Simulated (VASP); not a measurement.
Runs of VASP 6.6.1 on MnHg. The structure is that of space group Pm-3m (No. 221), or close to it. The cells are those of the table. 

```csv
cell,gap on the mesh (eV),pressure (GPa),moment (μB)
"a = 3.232, b = 3.232, c = 3.257 Å, 2 atoms",none,7.1,3.72
"a = 3.266, b = 3.266, c = 3.291 Å, 2 atoms",none,3.8,3.78
"a = 3.331, b = 3.331, c = 3.357 Å, 2 atoms",none,-0.9,3.92
"a = 3.363, b = 3.363, c = 3.389 Å, 2 atoms",none,(b),(a)
"a = 3.299, b = 3.299, c = 3.324 Å, 2 atoms",none,1.1,(c)
```

Alike in all rows: task single point; level PBE; potentials or basis VASP PAW PBE potentials, release 64 (Mn_pv, Hg); spin collinear, ferromagnetic start; k mesh 9 × 9 × 9; cutoff (eV) 520; smearing fermi-dirac 0.1 eV.

Estimate the missing entries.

(a) 3.99; (b) -2.6; (c) 3.84.

Caveats: spin-orbit coupling is left out, which moves the levels of the heavy elements.

A k mesh can miss the band edges, and the runs leave out spin-orbit coupling on Hg.

A gap of «none» marks levels without a gap at the run's occupations.
